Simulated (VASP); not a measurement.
# TiS2 (P-3m1) in VASP: notebook, part 2 of 2

VASP 6.6.1.

### Step 4. Electric field gradients, PBEsol (zz strain of +3 %)

The input, INCAR:

```
  ALGO = Normal
  EDIFF = 1E-8
  ENCUT = 400
  GGA = PS
  GGA_COMPAT = False
  ISIF = 2
  ISMEAR = -1
  LASPH = True
  LCHARG = False
  LEFG = True
  LREAL = False
  LWAVE = False
  NBANDS = 19
  NELM = 120
  PREC = Accurate
  SIGMA = 0.05
```

The input, KPOINTS:

```
k-points
0
Gamma
  14 14 7
```

The input, POSCAR:

```
TiS2
1.0
    3.4120005726      0.0000000000      0.0000000000
   -1.7060002863      2.9548791736      0.0000000000
    0.0000000000      0.0000000000      5.8658500000
Ti S
1 2
Direct
    0.0000000000      0.0000000000      0.0000000000
    0.3333333333      0.6666666667      0.2500000000
    0.6666666667      0.3333333333      0.7500000000
```

Potentials or basis: VASP PAW PBE potentials, release 64 (Ti_sv, S).

Started as:

```sh
cat potpaw_PBE.64/Ti_sv/POTCAR potpaw_PBE.64/S/POTCAR > POTCAR
mpirun -np 1 vasp_std > vasp.out
```

OUTCAR:

```text
EDIFF = 1E-8
   ENCUT = 400
   GGA = PS
   ISIF = 2
   ISMEAR = -1
   LASPH = True
   LREAL = False
   NELM = 120
   PREC = Accurate

 ion  position               nearest neighbor table
   1  0.000  0.000  0.000-   2 2.46   3 2.46   3 2.46   2 2.46   3 2.46   2 2.46
   2  0.333  0.667  0.250-   1 2.46   1 2.46   1 2.46
   3  0.667  0.333  0.750-   1 2.46   1 2.46   1 2.46

  LATTYP: Found a hexagonal cell.
 ALAT       =     3.4120005726
 C/A-ratio  =     1.7191820093

  Lattice vectors:

 A1 = (   3.4120005726,   0.0000000000,   0.0000000000)
 A2 = (  -1.7060002863,   2.9548791736,   0.0000000000)
 A3 = (   0.0000000000,   0.0000000000,   5.8658500000)

Analysis of symmetry for initial positions (statically):
=====================================================================
 Subroutine PRICEL returns:
 Original cell was already a primitive cell.

[... 725 lines left out ...]
     0.000000000  0.000000000  5.865850000     0.000000000  0.000000000  0.170478277

 POSITION                                       TOTAL-FORCE (eV/Angst)
 -----------------------------------------------------------------------------------
      0.00000      0.00000      0.00000        -0.000000      0.000000      0.000000
     -0.00000      1.96992      1.46646        -0.000000     -0.000000     -0.733034
      1.70600      0.98496      4.39939         0.000000      0.000000      0.733034
 -----------------------------------------------------------------------------------
    total drift:                               -0.000000      0.000000      0.000000

  FREE ENERGIE OF THE ION-ELECTRON SYSTEM (eV)
  ---------------------------------------------------
  free  energy   TOTEN  =       -21.0624708687 eV

  energy  without entropy=      -21.0589230671  energy(sigma->0) =      -21.06069697

 Electric field gradients (V/A^2)
---------------------------------------------------------------------
 ion       V_xx      V_yy      V_zz      V_xy      V_xz      V_yz
---------------------------------------------------------------------
   1      10.631    10.629   -21.261    -0.002    -0.000     0.000
   2       6.083     6.082   -12.166    -0.001     0.000    -0.000
   3       6.083     6.082   -12.166    -0.001     0.000    -0.000
---------------------------------------------------------------------

 Electric field gradients after diagonalization (V/A^2)
 (convention: |V_zz| > |V_xx| > |V_yy|)
----------------------------------------------------------------------
 ion       V_xx      V_yy      V_zz     asymmetry (V_yy - V_xx)/ V_zz
----------------------------------------------------------------------
   1      10.632    10.628   -21.261       0.000
   2       6.084     6.082   -12.166       0.000
   3       6.084     6.082   -12.166       0.000
----------------------------------------------------------------------

           NMR quadrupolar parameters

 Cq : quadrupolar parameter    Cq=e*Q*V_zz/h
 eta: asymmetry parameters     (V_yy - V_xx)/ V_zz
 Q  : nuclear electric quadrupole moment in mb (millibarn)
----------------------------------------------------------------------
 ion       Cq(MHz)       eta       Q (mb)
----------------------------------------------------------------------
   1      -0.051       0.000       1.000
   2      -0.029       0.000       1.000
   3      -0.029       0.000       1.000
----------------------------------------------------------------------
```

stdout:

```text
POSCAR found type information on POSCAR TiS
 POSCAR found :  2 types and       3 ions
 scaLAPACK will be used
 -----------------------------------------------------------------------------
|                                                                             |
|                                                                             |
|     You enforced a specific xc type in the INCAR file but a different       |
|     I HOPE YOU KNOW WHAT YOU ARE DOING!                                     |
|                                                                             |
 -----------------------------------------------------------------------------

 LDA part: xc-table for (Slater+PW92), standard interpolation
 POSCAR, INCAR and KPOINTS ok, starting setup
 FFT: planning ... GRIDC
 FFT: planning ... GRID_SOFT
 FFT: planning ... GRID
 WAVECAR not read
 entering main loop
ion   1

ion   2

ion   3
```

Wall time 2.7 min (1 thread of Intel Xeon 8259CL, shared host); peak memory 0.23 GiB.

What came out:

| Quantity | Value |
| --- | --- |
| Free energy | -21.0625 eV |
| Pressure | -6.1 GPa |
| Largest force | 0.733 eV/Å |
| Band gap on the k mesh | zero (bands 12 and 13 overlap by 0.25 eV) |
| Largest electric field gradient by atom | Ti -21.3; S -12.2 V/Å² |

Forces in eV/Å, atoms in the order of the input:
```
Ti   0.000  0.000  0.000
S    0.000  0.000 -0.733
S    0.000  0.000  0.733
```

Electric field gradients, principal values (V/Å²):
```tsv
atom	least	middle	greatest (by size)
1 Ti	10.628	10.632	-21.261
2 S	6.082	6.084	-12.166
3 S	6.082	6.084	-12.166
```

Caveat: the cell differs from its parent crystal (zz strain of +3 %); the cell stands under tension; without QUAD_EFG the Cq values of the log hold for a quadrupole moment of 1 mb, not for the nuclei; the PAW data sets were made with another functional, which shifts forces and pressure a little; this functional lacks dispersion, which binds the layers, so the pressure and a relaxed spacing across them are unreliable.

### Step 5. Electric field gradients, PBEsol (equal xx and yy strain of +2 %)

The input, INCAR:

```
SYSTEM = TiS2
PREC = Accurate
ENCUT = 400
EDIFF = 1E-8
ISMEAR = -1
SIGMA = 0.05
LREAL = .False.
LASPH = .True.
NELM = 120
ALGO = Normal
ISIF = 2
LWAVE = .False.
LCHARG = .False.
GGA = PS
LEFG = .True.
NBANDS = 19
GGA_COMPAT = .False.
```

The input, KPOINTS:

```
regular mesh
0
Gamma
  14 14 7
  0 0 0
```

The input, POSCAR:

```
TiS2
1.0
    3.4802405840      0.0000000000      0.0000000000
   -1.7401202920      3.0139767571      0.0000000000
    0.0000000000      0.0000000000      5.6950000000
Ti S
1 2
Direct
    0.0000000000      0.0000000000      0.0000000000
    0.3333333333      0.6666666667      0.2500000000
    0.6666666667      0.3333333333      0.7500000000
```

Potentials or basis: VASP PAW PBE potentials, release 64 (Ti_sv, S).

Started as:

```sh
cat potpaw_PBE.64/Ti_sv/POTCAR potpaw_PBE.64/S/POTCAR > POTCAR
mpirun -np 1 vasp_std > vasp.out
```

OUTCAR:

```text
SYSTEM = TiS2
   PREC = Accurate
   ENCUT = 400
   EDIFF = 1E-8
   ISMEAR = -1
   LREAL = .False.
   LASPH = .True.
   NELM = 120
   ISIF = 2
   GGA = PS

 ion  position               nearest neighbor table
   1  0.000  0.000  0.000-   2 2.46   3 2.46   3 2.46   2 2.46   3 2.46   2 2.46
   2  0.333  0.667  0.250-   1 2.46   1 2.46   1 2.46
   3  0.667  0.333  0.750-   1 2.46   1 2.46   1 2.46

  LATTYP: Found a hexagonal cell.
 ALAT       =     3.4802405840
 C/A-ratio  =     1.6363811244

  Lattice vectors:

 A1 = (   3.4802405840,   0.0000000000,   0.0000000000)
 A2 = (  -1.7401202920,   3.0139767571,   0.0000000000)
 A3 = (   0.0000000000,   0.0000000000,   5.6950000000)

Analysis of symmetry for initial positions (statically):
=====================================================================
 Subroutine PRICEL returns:
 Original cell was already a primitive cell.
[... 725 lines left out ...]
    -1.740120292  3.013976757  0.000000000     0.000000000  0.331787562  0.000000000
     0.000000000  0.000000000  5.695000000     0.000000000  0.000000000  0.175592625

 POSITION                                       TOTAL-FORCE (eV/Angst)
 -----------------------------------------------------------------------------------
      0.00000      0.00000      0.00000         0.000000      0.000000      0.000000
     -0.00000      2.00932      1.42375        -0.000000      0.000000     -0.567805
      1.74012      1.00466      4.27125         0.000000     -0.000000      0.567805
 -----------------------------------------------------------------------------------
    total drift:                               -0.000000      0.000000      0.000000

  FREE ENERGIE OF THE ION-ELECTRON SYSTEM (eV)
  ---------------------------------------------------
  free  energy   TOTEN  =       -21.0248315516 eV

  energy  without entropy=      -21.0214361940  energy(sigma->0) =      -21.02313387

 Electric field gradients (V/A^2)
---------------------------------------------------------------------
 ion       V_xx      V_yy      V_zz      V_xy      V_xz      V_yz
---------------------------------------------------------------------
   1       8.342     8.340   -16.681    -0.002    -0.000     0.000
   2       4.496     4.495    -8.991    -0.001     0.000    -0.000
   3       4.496     4.495    -8.991    -0.001     0.000    -0.000
---------------------------------------------------------------------

 Electric field gradients after diagonalization (V/A^2)
 (convention: |V_zz| > |V_xx| > |V_yy|)
----------------------------------------------------------------------
 ion       V_xx      V_yy      V_zz     asymmetry (V_yy - V_xx)/ V_zz
----------------------------------------------------------------------
   1       8.343     8.339   -16.681       0.000
   2       4.496     4.495    -8.991       0.000
   3       4.496     4.495    -8.991       0.000
----------------------------------------------------------------------

           NMR quadrupolar parameters

 Cq : quadrupolar parameter    Cq=e*Q*V_zz/h
 eta: asymmetry parameters     (V_yy - V_xx)/ V_zz
 Q  : nuclear electric quadrupole moment in mb (millibarn)
----------------------------------------------------------------------
 ion       Cq(MHz)       eta       Q (mb)
----------------------------------------------------------------------
   1      -0.040       0.000       1.000
   2      -0.022       0.000       1.000
   3      -0.022       0.000       1.000
----------------------------------------------------------------------
```

Wall time 2.8 min (1 thread of Intel Xeon 8259CL, shared host); peak memory 0.23 GiB.

Results:

```yaml
Free_energy: -21.0248 eV
Pressure: -6.9 GPa
Largest_force: 0.568 eV/Å
Band_gap_on_the_k_mesh: zero (bands 12 and 13 overlap by 0.06 eV)
Largest_electric_field_gradient_by_atom: Ti -16.7; S -9.0 V/Å²
```

Forces on the atoms (eV/Å):
```
Ti   0.000  0.000  0.000
S    0.000  0.000 -0.568
S    0.000  0.000  0.568
```

Electric field gradients, principal values (V/Å²):
| atom | least | middle | greatest (by size) |
| --- | --- | --- | --- |
| 1 Ti | 8.339 | 8.343 | -16.681 |
| 2 S | 4.495 | 4.496 | -8.991 |
| 3 S | 4.495 | 4.496 | -8.991 |

Caveat: the cell differs from its parent crystal (equal xx and yy strain of +2 %); the cell stands under tension; without QUAD_EFG the Cq values of the log hold for a quadrupole moment of 1 mb, not for the nuclei; the PAW data sets were made with another functional, which shifts forces and pressure a little.

### Step 6. Overview

```csv
cell,gap on the mesh (eV),pressure (GPa),largest force (eV/Å)
"a = 3.412, b = 3.412, c = 5.752 Å, angles 90.0, 90.0, 120.0°, 3 atoms",none,-4.5,0.42
"a = 3.412, b = 3.412, c = 5.809 Å, angles 90.0, 90.0, 120.0°, 3 atoms",none,-5.3,0.58
"a = 3.412, b = 3.412, c = 5.866 Å, angles 90.0, 90.0, 120.0°, 3 atoms",none,-6.1,0.73
"a = 3.480, b = 3.480, c = 5.695 Å, angles 90.0, 90.0, 120.0°, 3 atoms",none,-6.9,0.57
```

Alike in all rows: task electric field gradients; level PBEsol; potentials or basis VASP PAW PBE potentials, release 64 (Ti_sv, S); no spin polarisation; k mesh 14 × 14 × 7; cutoff (eV) 400; smearing fermi-dirac 0.05 eV.

Caveats: the cell stands under tension; the PAW data sets were made with another functional, which shifts forces and pressure a little; this functional lacks dispersion, which binds the layers, so the pressure and a relaxed spacing across them are unreliable (at least some runs).

Absolute energies hang on the potentials; compare differences alone.
